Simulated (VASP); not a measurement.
Set up this calculation in VASP 6.6.1, as the native input.

```
Task                   : relaxation of cell and atoms
Functional             : PBE
Dispersion             : D3(BJ)
Potentials or basis    : VASP PAW PBE potentials, release 64 (W_sv, S)
Cutoff                 : 600 eV
k mesh                 : 12 × 12 × 4
Occupations            : gaussian, width 0.02 eV
Spin                   : no spin polarisation
Dipole correction      : no
Further INCAR settings : ALGO = Normal; EDIFF = 1e-06; IBRION = 2; EDIFFG = -0.002; NSW = 100; ISIF = 3
```

The structure of WS2 lies in POSCAR:

```
WS2
1.0
    3.1542555394      0.0000000029      0.0000000000
   -1.5771277722      2.7316654257      0.0000000000
    0.0000000000      0.0000000000     12.1417537859
W S
2 4
Direct
    0.3333333333      0.6666666667      0.2500000000
    0.6666666667      0.3333333333      0.7500000000
    0.3333333333      0.6666666667      0.6203060502
    0.6666666667      0.3333333333      0.1203060502
    0.3333333333      0.6666666667      0.8796939498
    0.6666666667      0.3333333333      0.3796939498
```

The input as run:

INCAR

```
SYSTEM = WS2
PREC = Accurate
ENCUT = 600
EDIFF = 1E-6
ISMEAR = 0
SIGMA = 0.02
LREAL = .FALSE.
LASPH = .TRUE.
NELM = 100
ALGO = Normal
ISIF = 3
LWAVE = .FALSE.
LCHARG = .FALSE.
GGA = PE
IVDW = 12
IBRION = 2
NSW = 100
EDIFFG = -0.002
```

KPOINTS

```
regular mesh
0
G
  12 12 4
  0 0 0
```

Potentials or basis: VASP PAW PBE potentials, release 64 (W_sv, S).

Command:

```bash
$ cat potpaw_PBE.64/W_sv/POTCAR potpaw_PBE.64/S/POTCAR > POTCAR
$ mpirun -np 1 vasp_std > vasp.out
```

It gave:

```json
{
  "Energy gained by relaxing": "0.0 meV/atom",
  "Ionic steps": "5",
  "Pressure after relaxing": "0.0 GPa",
  "Band gap on the k mesh": "0.91 eV (least direct gap 1.83 eV)",
  "Dispersion energy per atom": "-0.435 eV"
}
```

Caveat: spin-orbit coupling is left out, which moves the levels of the heavy elements.

Run time: 4.7 min on 1 thread of AMD EPYC 9R45 96-Core Processor (Zen 5), with other jobs on the host, peak memory 0.36 GiB.
